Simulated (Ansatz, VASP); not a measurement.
**GaAs in VASP and in Ansatz**

```
CELL_PARAMETERS angstrom
0.00000 2.69620 2.69620
2.69620 0.00000 2.69620
2.69620 2.69620 0.00000
ATOMIC_POSITIONS crystal
Ga 0.00000 0.00000 0.00000
As 0.50000 0.50000 0.50000
```

Alike in both runs: functional PBE; k mesh 15 × 15 × 15; occupations fermi-dirac, width 0.08 eV; no spin polarisation.

Ansatz relaxed the structure, and its values are those at the end. VASP's run is a single point on that final structure, the one shown.

|  | VASP | Ansatz |
| --- | --- | --- |
| version | VASP 6.6.1 | Ansatz 0.2.0 |
| potentials or method | VASP PAW PBE potentials, release 64 (Ga_d, As) | PAW with Ansatz's default frozen-core files, scalar-relativistic |
| plane-wave cutoff (eV) | 520 | 420 |
| valence electrons in the cell | 18 | 28 |

Ansatz gave:

- pressure (GPa): 0.0

Q: What did VASP give for the same quantities?

A: Pressure (GPa): 0.2.

VASP's potentials hold 18 valence electrons a cell and Ansatz's 28, so a difference there can come from the potentials and not from the codes.
